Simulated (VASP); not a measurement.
# HRh6 in VASP: a series of runs

HRh6 is run at these levels: PBE; tasks: single point.

Program: VASP 6.6.1. These are calculated values, not measurements. Logs are shortened: lines on timing, memory, paths and dates and some standing lists are left out, and cuts for length are marked.

## Step 1: The cell of the first run

The cell holds a slab with vacuum, 14 atoms: a = 5.417 Å, b = 5.417 Å, c = 22.297 Å, α = 90.00°, β = 90.00°, γ = 120.00°.

## Step 2: Single point, PBE

The input, INCAR:

```
PREC = Accurate
ENCUT = 520
EDIFF = 1E-7
ISMEAR = 0
SIGMA = 0.1
LREAL = False
LASPH = True
NELM = 60
ALGO = Normal
ISIF = 2
LWAVE = False
LCHARG = False
LDIPOL = True
IDIPOL = 3
DIPOL = 0.5 0.5 0.292
GGA = PE
NBANDS = 104
```

The input, KPOINTS:

```
Automatic mesh
0
Gamma
  6 6 1
```

The input, POSCAR:

```
HRh6
1.0
    5.4165863251      0.0000000000      0.0000000000
   -2.7082931626      4.6909013593      0.0000000000
    0.0000000000      0.0000000000     22.2966119230
Rh H
12 2
Direct
    0.3333333333      0.1666666667      0.1793994538
    0.3333333333      0.6666666667      0.1793994538
    0.8333333333      0.1666666667      0.1793994538
    0.8333333333      0.6666666667      0.1793994538
    0.1666666667      0.3333333333      0.2757769167
    0.1666666667      0.8333333333      0.2757769167
    0.6666666667      0.3333333333      0.2757769167
    0.6666666667      0.8333333333      0.2757769167
    0.0000000000      0.0000000000      0.3721019118
    0.0000000000      0.5000000000      0.3721019118
    0.5000000000      0.0000000000      0.3721019118
    0.5000000000      0.5000000000      0.3721019118
    0.2010222061      0.4020444122      0.3922843503
    0.2989777939      0.5979555878      0.3922843503
```

Potentials or basis: VASP PAW PBE potentials, release 64 (Rh_pv, H).

Command:

```
$ cat potpaw_PBE.64/Rh_pv/POTCAR potpaw_PBE.64/H/POTCAR > POTCAR
$ mpirun -np 1 vasp_std > vasp.out
```

OUTCAR:

```text
PREC = Accurate
   ENCUT = 520
   EDIFF = 1E-7
   ISMEAR = 0
   LREAL = False
   LASPH = True
   NELM = 60
   ISIF = 2
   GGA = PE

 ion  position               nearest neighbor table
   1  0.333  0.167  0.179-   5 2.66   7 2.66   6 2.66   4 2.71   4 2.71   3 2.71   3 2.71   2 2.71
                             2 2.71
   2  0.333  0.667  0.179-   6 2.66   8 2.66   5 2.66   3 2.71   3 2.71   4 2.71   4 2.71   1 2.71
                             1 2.71
   3  0.833  0.167  0.179-   7 2.66   5 2.66   8 2.66   2 2.71   2 2.71   1 2.71   1 2.71   4 2.71
                             4 2.71
   4  0.833  0.667  0.179-   8 2.66   6 2.66   7 2.66   1 2.71   1 2.71   2 2.71   2 2.71   3 2.71
                             3 2.71
   5  0.167  0.333  0.276-  12 2.66   9 2.66  10 2.66   1 2.66   3 2.66   2 2.66   8 2.71   8 2.71
                             7 2.71   7 2.71   6 2.71   6 2.71
   6  0.167  0.833  0.276-  11 2.66  10 2.66   9 2.66   2 2.66   4 2.66   1 2.66   7 2.71   7 2.71
                             8 2.71   8 2.71   5 2.71   5 2.71
   7  0.667  0.333  0.276-  10 2.66  11 2.66  12 2.66   3 2.66   1 2.66   4 2.66   6 2.71   6 2.71
                             5 2.71   5 2.71   8 2.71   8 2.71
   8  0.667  0.833  0.276-   9 2.66  12 2.66  11 2.66   4 2.66   2 2.66   3 2.66   5 2.71   5 2.71
                             6 2.71   6 2.71   7 2.71   7 2.71
   9  0.000  0.000  0.372-  13 1.94   8 2.66   5 2.66   6 2.66  12 2.71  12 2.71  11 2.71  11 2.71
                            10 2.71  10 2.71
  10  0.000  0.500  0.372-  14 1.50  13 1.50   7 2.66   6 2.66   5 2.66  11 2.71  11 2.71  12 2.71
                            12 2.71   9 2.71   9 2.71
  11  0.500  0.000  0.372-  14 1.94   6 2.66   7 2.66   8 2.66  10 2.71  10 2.71   9 2.71   9 2.71
                            12 2.71  12 2.71
  12  0.500  0.500  0.372-  13 1.50  14 1.50   5 2.66   8 2.66   7 2.66   9 2.71   9 2.71  10 2.71
                            10 2.71  11 2.71  11 2.71
  13  0.201  0.402  0.392-  12 1.50  10 1.50   9 1.94
  14  0.299  0.598  0.392-  10 1.50  12 1.50  11 1.94

  LATTYP: Found a hexagonal cell.
 ALAT       =     5.4165863251
 C/A-ratio  =     4.1163586408

  Lattice vectors:

 A1 = (   5.4165863251,   0.0000000000,   0.0000000000)
 A2 = (  -2.7082931626,   4.6909013593,   0.0000000000)
 A3 = (   0.0000000000,   0.0000000000,  22.2966119230)

Analysis of symmetry for initial positions (statically):
=====================================================================
 Subroutine PRICEL returns:
 Original cell was already a primitive cell.

 Routine SETGRP: Setting up the symmetry group for a
 hexagonal supercell.

 Subroutine GETGRP returns: Found  2 space group operations
 (whereof  2 operations were pure point group operations)
 out of a pool of 24 trial point group operations.

The static configuration has the point symmetry C_1h.

Analysis of symmetry for dynamics (positions and initial velocities):
[... 151 lines left out ...]
   IVDW    =     0    specifies the selected vdW correction
   LEPSILON=     F    determine dielectric tensor
   LRPA    =     F    only Hartree local field effects (RPA)
 non-spin polarized calculation
 Gauss-broadening in eV      SIGMA  =   0.10
  energy-cutoff  :      520.00
  volume of cell :      566.53
 maximum number of plane-waves:     15300
   NGX = 21   NGY = 21   NGZ = 83

 dipolmoment           0.000000      0.000000      0.000645 electrons x Angstroem

 number of electron     182.0000011 magnetization

 dipolmoment           0.000000      0.000000     -0.007977 electrons x Angstroem

 Free energy of the ion-electron system (eV)
  ---------------------------------------------------
  ext. energy  EPLUGINS =         0.00000000
  ---------------------------------------------------
  free energy    TOTEN  =       -85.29250901 eV

  energy without entropy =      -85.18628791  energy(sigma->0) =      -85.23939846

 E-fermi :  -0.0159     XC(G=0):  -4.9785

 val. band max:       -0.0194080173   @ k =   0.3333  -0.0000   0.0000
 cond. band min:      -0.0104726859   @ k =   0.1667  -0.0000   0.0000
 fundamental gap:      0.0089353315
 Fermi energy:        -0.0159073223

 k-point     1 :       0.0000    0.0000    0.0000
  band No.  band energies     occupation
      1     -47.2726      2.00000
      2     -47.0986      2.00000
      3     -47.0883      2.00000
      4     -47.0815      2.00000
      5     -47.0077      2.00000
      6     -46.9450      2.00000
[... 1367 lines left out ...]
    102       0.6173      0.00000
    103       2.8130      0.00000
 [bands above 103 left out]

------------------------ aborting loop because EDIFF is reached ----------------------------------------

 vacuum level on the upper side and lower side of the slab       (xc-potential included)        -0.086        -0.031

  FORCE on cell =-STRESS in cart. coord.  units (eV):
  Direction    XX          YY          ZZ          XY          YZ          ZX
  --------------------------------------------------------------------------------------
  -------------------------------------------------------------------------------------
  Total       15.0641864      3.6317559      6.4154383     -0.0000000      0.3922230     -0.0000000
  in kB       42.6025328     10.2708500     18.1432912     -0.0000000      1.1092332     -0.0000000
  external PRESSURE =      23.6722247 kB  Pullay stress =       0.0000000 kB

 VOLUME and BASIS-vectors are now :
 -----------------------------------------------------------------------------
  energy-cutoff  :      520.00
  volume of cell :      566.53
      direct lattice vectors                 reciprocal lattice vectors
     5.416586325  0.000000000  0.000000000     0.184618123  0.106589323  0.000000000
    -2.708293163  4.690901359  0.000000000     0.000000000  0.213178646  0.000000000
     0.000000000  0.000000000 22.296611923     0.000000000  0.000000000  0.044849863

 POSITION                                       TOTAL-FORCE (eV/Angst)
 -----------------------------------------------------------------------------------
      1.35415      0.78182      4.00000        -0.066035     -0.026442     -0.023145
     -0.00000      3.12727      4.00000         0.000000     -0.009386     -0.014068
      4.06244      0.78182      4.00000         0.066035     -0.026442     -0.023145
      2.70829      3.12727      4.00000        -0.000000      0.036095      0.031319
      0.00000      1.56363      6.14889         0.000000     -0.155067     -0.801288
     -1.35415      3.90908      6.14889        -0.029689      0.083581     -0.320077
      2.70829      1.56363      6.14889         0.000000     -0.126491     -0.463037
      1.35415      3.90908      6.14889         0.029689      0.083581     -0.320077
      0.00000      0.00000      8.29661         0.000000     -0.747591      0.011387
     -1.35415      2.34545      8.29661        -6.979556      0.023523     -1.587763
      2.70829      0.00000      8.29661        -0.000000      0.765454     -0.074655
      1.35415      2.34545      8.29661         6.979556      0.023523     -1.587763
     -0.00000      1.88595      8.74661         0.000000     -4.682634      2.604978
     -0.00000      2.80495      8.74661        -0.000000      4.758295      2.567332
 -----------------------------------------------------------------------------------
    total drift:                                0.000000      0.000017      0.000797

  FREE ENERGIE OF THE ION-ELECTRON SYSTEM (eV)
  ---------------------------------------------------
  free  energy   TOTEN  =       -85.2925090093 eV

  energy  without entropy=      -85.1862879084  energy(sigma->0) =      -85.23939846

 vacuum level on the upper side and lower side of the slab         4.952         5.007
```

Run time: 39 min. Hardware: 1 thread of Intel Xeon Platinum 8488C (Sapphire Rapids), shared host; peak memory 0.88 GiB.

Results:

- Free energy: -85.2925 eV
- Largest force: 7.158 eV/Å
- Band gap on the k mesh: zero (bands 91 and 92 overlap by 0.84 eV)

Forces on the atoms (eV/Å):
```
Rh  -0.066 -0.026 -0.023
Rh   0.000 -0.009 -0.014
Rh   0.066 -0.026 -0.023
Rh   0.000  0.036  0.031
Rh   0.000 -0.155 -0.801
Rh  -0.030  0.084 -0.320
Rh   0.000 -0.126 -0.463
Rh   0.030  0.084 -0.320
Rh   0.000 -0.748  0.011
Rh  -6.980  0.024 -1.588
Rh   0.000  0.765 -0.075
Rh   6.980  0.024 -1.588
H    0.000 -4.683  2.605
H    0.000  4.758  2.567
```

## Step 3: Single point, PBE

The input, INCAR:

```
SYSTEM = HRh6
PREC = Accurate ; ENCUT = 520
EDIFF = 1E-6 ; ISMEAR = 0
SIGMA = 0.1 ; LREAL = .False.
LASPH = .True. ; NELM = 80
ALGO = Normal ; ISIF = 2
LWAVE = .False. ; LCHARG = .False.
LDIPOL = .True. ; IDIPOL = 3
DIPOL = 0.5 0.5 0.309 ; GGA = PE
NBANDS = 104
```

The input, KPOINTS:

```
Automatic mesh
0
Gamma
  6 6 1
  0 0 0
```

Edit POSCAR of step 2 so:

```diff
@@ -20,3 +20,3 @@
     0.5000000000      0.5000000000      0.3721019118
-    0.2010222061      0.4020444122      0.3922843503
-    0.2989777939      0.5979555878      0.3922843503
+    0.2100290039      0.4200580078      0.5066515021
+    0.2899709961      0.5799419922      0.5066515021
```

Potentials or basis: VASP PAW PBE potentials, release 64 (Rh_pv, H).

Command:

```
$ cat potpaw_PBE.64/Rh_pv/POTCAR potpaw_PBE.64/H/POTCAR > POTCAR
$ mpirun -np 1 vasp_std > vasp.out
```

OUTCAR:

```text
SYSTEM = HRh6
   PREC = Accurate
   ENCUT = 520
   EDIFF = 1E-6
   ISMEAR = 0
   LREAL = .False.
   LASPH = .True.
   NELM = 80
   ISIF = 2
   GGA = PE

 ion  position               nearest neighbor table
   1  0.333  0.167  0.179-   5 2.66   7 2.66   6 2.66   4 2.71   4 2.71   3 2.71   3 2.71   2 2.71
                             2 2.71
   2  0.333  0.667  0.179-   6 2.66   8 2.66   5 2.66   3 2.71   3 2.71   4 2.71   4 2.71   1 2.71
                             1 2.71
   3  0.833  0.167  0.179-   7 2.66   5 2.66   8 2.66   2 2.71   2 2.71   1 2.71   1 2.71   4 2.71
                             4 2.71
[... 1625 lines left out ...]
    -2.708293163  4.690901359  0.000000000     0.000000000  0.213178646  0.000000000
     0.000000000  0.000000000 22.296611923     0.000000000  0.000000000  0.044849863

 POSITION                                       TOTAL-FORCE (eV/Angst)
 -----------------------------------------------------------------------------------
      1.35415      0.78182      4.00000         0.012515      0.006904     -0.008032
     -0.00000      3.12727      4.00000         0.000000     -0.002456     -0.004373
      4.06244      0.78182      4.00000        -0.012515      0.006904     -0.008032
      2.70829      3.12727      4.00000         0.000000     -0.010248     -0.003498
      0.00000      1.56363      6.14889         0.000000     -0.013199     -0.038577
     -1.35415      3.90908      6.14889        -0.000103      0.009640     -0.013897
      2.70829      1.56363      6.14889         0.000000     -0.003707     -0.003477
      1.35415      3.90908      6.14889         0.000103      0.009640     -0.013897
      0.00000      0.00000      8.29661         0.000000     -0.023094     -0.015804
     -1.35415      2.34545      8.29661        -0.015477      0.007588      0.004383
      2.70829      0.00000      8.29661        -0.000000      0.005586     -0.002460
      1.35415      2.34545      8.29661         0.015477      0.007588      0.004383
     -0.00000      1.97045     11.29661         0.000000     -0.055107      0.051923
     -0.00000      2.72045     11.29661        -0.000000      0.053960      0.051357
 -----------------------------------------------------------------------------------
    total drift:                                0.000000     -0.000028      0.001342

  FREE ENERGIE OF THE ION-ELECTRON SYSTEM (eV)
  ---------------------------------------------------
  free  energy   TOTEN  =       -87.4947989369 eV

  energy  without entropy=      -87.3899480343  energy(sigma->0) =      -87.44237349

 vacuum level on the upper side and lower side of the slab         4.894         5.102
```

OSZICAR:

```text
N       E                     dE             d eps       ncg     rms          rms(c)
DAV:   1     0.177741530523E+04    0.17774E+04   -0.11475E+05  3560   0.163E+03
DAV:   2    -0.277452001646E+02   -0.18052E+04   -0.17623E+04  2928   0.466E+02
DAV:   3    -0.912652707928E+02   -0.63520E+02   -0.58809E+02  3320   0.835E+01
[... 25 lines left out ...]
DAV:  29    -0.874947840677E+02   -0.12278E-04   -0.27464E-07  1656   0.132E-03    0.144E-03
DAV:  30    -0.874947935247E+02   -0.94570E-05   -0.32390E-07  1816   0.897E-04    0.131E-03
DAV:  31    -0.874947975447E+02   -0.40200E-05   -0.14470E-07  1568   0.811E-04    0.616E-04
DAV:  32    -0.874947986099E+02   -0.10652E-05   -0.53058E-08  1632   0.456E-04    0.318E-04
DAV:  33    -0.874947989369E+02   -0.32701E-06   -0.25157E-08  1544   0.263E-04
   1 F= -.87494799E+02 E0= -.87442373E+02  d E =-.104851E+00
```

Run time: 19 min. Hardware: 1 thread of AMD EPYC 9R45 (Zen 5), shared host; peak memory 0.88 GiB.

What came out:

| Quantity | Value |
| --- | --- |
| Free energy | -87.4948 eV |
| Largest force | 0.076 eV/Å |
| Band gap on the k mesh | zero (bands 91 and 92 overlap by 0.75 eV) |

Forces in eV/Å, atoms in the order of the input:
```
Rh   0.013  0.007 -0.008
Rh   0.000 -0.002 -0.004
Rh  -0.013  0.007 -0.008
Rh   0.000 -0.010 -0.003
Rh   0.000 -0.013 -0.039
Rh   0.000  0.010 -0.014
Rh   0.000 -0.004 -0.003
Rh   0.000  0.010 -0.014
Rh   0.000 -0.023 -0.016
Rh  -0.015  0.008  0.004
Rh   0.000  0.006 -0.002
Rh   0.015  0.008  0.004
H    0.000 -0.055  0.052
H    0.000  0.054  0.051
```

## Step 4: Single point, PBE

The input, INCAR:

```
PREC = Accurate ; ENCUT = 520
EDIFF = 1E-6 ; ISMEAR = 0
SIGMA = 0.1 ; LREAL = False
LASPH = True ; NELM = 80
ALGO = Normal ; ISIF = 2
LWAVE = False ; LCHARG = True
LDIPOL = True ; IDIPOL = 3
DIPOL = 0.5 0.5 0.294 ; GGA = PE
LELF = True ; LVHAR = True
LVACPOTAV = True ; NBANDS = 104
```

The input, KPOINTS:

```
Automatic mesh
0
Gamma
  6 6 1
```

Edit POSCAR of step 3 so:

```diff
@@ -20,3 +20,3 @@
     0.5000000000      0.5000000000      0.3721019118
-    0.2100290039      0.4200580078      0.5066515021
-    0.2899709961      0.5799419922      0.5066515021
+    0.2010222061      0.4020444122      0.4066363066
+    0.2989777939      0.5979555878      0.4066363066
```

Command:

```
$ cat potpaw_PBE.64/Rh_pv/POTCAR potpaw_PBE.64/H/POTCAR > POTCAR
$ mpirun -np 1 vasp_std > vasp.out
```

Wall time 30 min (1 thread of Intel Xeon Platinum 8488C (Sapphire Rapids), shared host); peak memory 0.9 GiB.

Results (log left out):

```yaml
Free_energy: -86.7713 eV
Largest_force: 3.720 eV/Å
Band_gap_on_the_k_mesh: zero (bands 91 and 92 overlap by 0.86 eV)
```

Forces in eV/Å, atoms in the order of the input:
```
Rh  -0.097 -0.006 -0.068
Rh   0.000 -0.029 -0.041
Rh   0.097 -0.006 -0.068
Rh   0.000  0.023  0.026
Rh   0.000 -0.118 -0.559
Rh  -0.028  0.085 -0.264
Rh   0.000 -0.094 -0.247
Rh   0.028  0.085 -0.264
Rh   0.000 -0.521  0.001
Rh  -3.233 -0.005 -1.002
Rh   0.000  0.545 -0.095
Rh   3.233 -0.005 -1.002
H    0.000 -3.187  1.742
H    0.000  3.233  1.841
```

Levels at points of the mesh, in eV from the Fermi level:
| k point | band 90 | band 91 | band 92 | band 93 | band 94 | band 95 |
| --- | --- | --- | --- | --- | --- | --- |
| (0.00, 0.00, 0.00) | 0.36 | 0.49 | 0.51 | 0.53 | 0.59 | 0.71 |
| (0.50, 0.00, 0.00) | -0.47 | -0.41 | -0.38 | -0.27 | -0.13 | 0.17 |
| (0.00, 0.50, 0.00) | -0.53 | -0.42 | -0.35 | -0.28 | -0.12 | 0.14 |

## Step 5: The runs side by side

| cell | gap on the mesh (eV) | largest force (eV/Å) |
| --- | --- | --- |
| as given, atomic positions A | none | 7.16 |
| as given, atomic positions B | none | 0.08 |
| as given, atomic positions C | none | 3.72 |

Alike in all rows: task single point; level PBE; potentials or basis VASP PAW PBE potentials, release 64 (Rh_pv, H); no spin polarisation; k mesh 6 × 6 × 1; cutoff (eV) 520; smearing gaussian 0.1 eV.

Total energies depend on the potentials used, so only differences within one code and one set of settings carry meaning.

The gap in the log of VASP goes by the Fermi energy; the results here count the filled bands.